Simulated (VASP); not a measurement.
Here is a VASP 6.6.1 calculation.

File POSCAR:

```
ZnSe
1.0
    0.0000000000      2.9363148598      2.9363148598
    2.9363148598      0.0000000000      2.9363148598
    2.9363148598      2.9363148598      0.0000000000
Se Zn
1 1
Direct
    0.7500000000      0.7500000000      0.7500000000
    0.0000000000      0.0000000000      0.0000000000
```

Contents of INCAR.step1:

```
  PREC = Accurate
  ENCUT = 520
  EDIFF = 1E-5
  ISMEAR = -1
  SIGMA = 0.05
  LREAL = False
  LASPH = True
  NELM = 60
  ALGO = Normal
  ISIF = 2
  LWAVE = True
  LCHARG = False
  GGA = PE
  NBANDS = 16
```

File INCAR.step2:

```
  PREC = Accurate
  ENCUT = 520
  EDIFF = 1E-6
  ISMEAR = -1
  SIGMA = 0.05
  LREAL = False
  LASPH = True
  NELM = 60
  ALGO = Normal
  ISIF = 2
  LWAVE = False
  LCHARG = False
  GGA = PE
  LHFCALC = True
  AEXX = 1.0
  ALDAC = 0.0
  AGGAC = 0.0
  PRECFOCK = Normal
  ISTART = 1
  NBANDS = 16
```

Contents of KPOINTS:

```
Automatic mesh
0
Gamma
  4 4 4
```

Potentials or basis: VASP PAW PBE potentials, release 64 (Se, Zn).

Command:

```sh
$ cat potpaw_PBE.64/Se/POTCAR potpaw_PBE.64/Zn/POTCAR > POTCAR
$ cp INCAR.step1 INCAR
$ mpirun -np 1 vasp_std > vasp.out
$ cp INCAR.step2 INCAR
$ mpirun -np 1 vasp_std > vasp.out
```

Predict the pressure.

-0.9 GPa.

Estimate the band gap on the k mesh.

8.56 eV.

Caveat: the k points lie up to 0.46 Å⁻¹ apart; the PAW data sets were made with another functional, which shifts forces and pressure a little.
